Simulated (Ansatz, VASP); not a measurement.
**One calculation of InAs, two programs**

INCAR

```
ALGO = Normal
EDIFF = 1E-6
EDIFFG = -0.005
ENCUT = 600
GGA = PE
IBRION = 2
ISIF = 3
ISMEAR = -1
IVDW = 12
LASPH = True
LCHARG = False
LREAL = False
LWAVE = False
NELM = 60
NSW = 80
PREC = Accurate
SIGMA = 0.05
```

Contents of KPOINTS:

```
k-points
0
Gamma
  8 8 8
```

File POSCAR:

```
InAs
1.0
    0.0000000000      3.0180000000      3.0180000000
    3.0180000000      0.0000000000      3.0180000000
    3.0180000000      3.0180000000      0.0000000000
In As
1 1
Direct
    0.0000000000      0.0000000000      0.0000000000
    0.7500000000      0.7500000000      0.7500000000
```

input.yaml

```yaml
crystal:
  lattice:
    - [0.0, 3.018, 3.018]
    - [3.018, 0.0, 3.018]
    - [3.018, 3.018, 0.0]
  atoms:
    - { symbol: In, position: [0.0, 0.0, 0.0] }
    - { symbol: As, position: [0.75, 0.75, 0.75] }
kpoints:
  mp_grid: { grid: [8, 8, 8] }
scf:
  occupations: { method: fermi_dirac, width: 0.05 }
hamiltonian:
  xc: pbe
  dispersion: d3bj
  pseudopotentials: { kind: all_electron, lapw: { basis_error: 0.001 } }
output:
  forces: true
  stress: true
relax:
  f_tol: 0.005
  max_steps: 60
  cell: {}
```

Alike in both runs: task relaxation of cell and atoms; functional PBE; dispersion D3(BJ); k mesh 8 × 8 × 8; occupations fermi-dirac, width 0.05 eV; no spin polarisation.

|  | VASP | Ansatz |
| --- | --- | --- |
| version | VASP 6.6.1 | Ansatz 0.2.0 |
| potentials or method | VASP PAW PBE potentials, release 64 (In_d, As), cutoff 600 eV | all-electron LAPW, scalar-relativistic |

|  | VASP | Ansatz | Ansatz less VASP |
| --- | --- | --- | --- |
| relaxed volume (Å³/atom) | 28.57 | 28.56 | -0.006 |
| relaxed cell length with the largest relative difference (Å) | 4.323 | 4.323 | -0.0003 |

Ansatz ran all-electron here, and VASP with PAW potentials.
